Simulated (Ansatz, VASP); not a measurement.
# Cs: VASP beside Ansatz

```
Cs
1.0
    -3.13489    3.13489    3.13489
     3.13489   -3.13489    3.13489
     3.13489    3.13489   -3.13489
Cs
1
Direct
  0.00000 0.00000 0.00000
```

Alike in both runs: task single point; functional r2SCAN; k mesh 3 × 3 × 3; occupations fermi-dirac, width 0.1 eV; no spin polarisation.

|  | VASP | Ansatz |
| --- | --- | --- |
| version | VASP 6.6.1 | Ansatz 0.2.0 |
| potentials or method | VASP PAW PBE potentials, release 64 (Cs_sv), cutoff 520 eV | plane waves (500 eV) with PAW, scalar-relativistic |
| valence electrons in the cell | 9 | 9 |

|  | VASP | Ansatz | Ansatz less VASP |
| --- | --- | --- | --- |
| pressure (GPa) | -0.1 | -0.1 | +0.01 |

VASP's potentials were made for PBE, not for r2SCAN.

The k mesh is coarse, so the values compare programs but aren't converged. Neither program's run includes spin-orbit coupling.
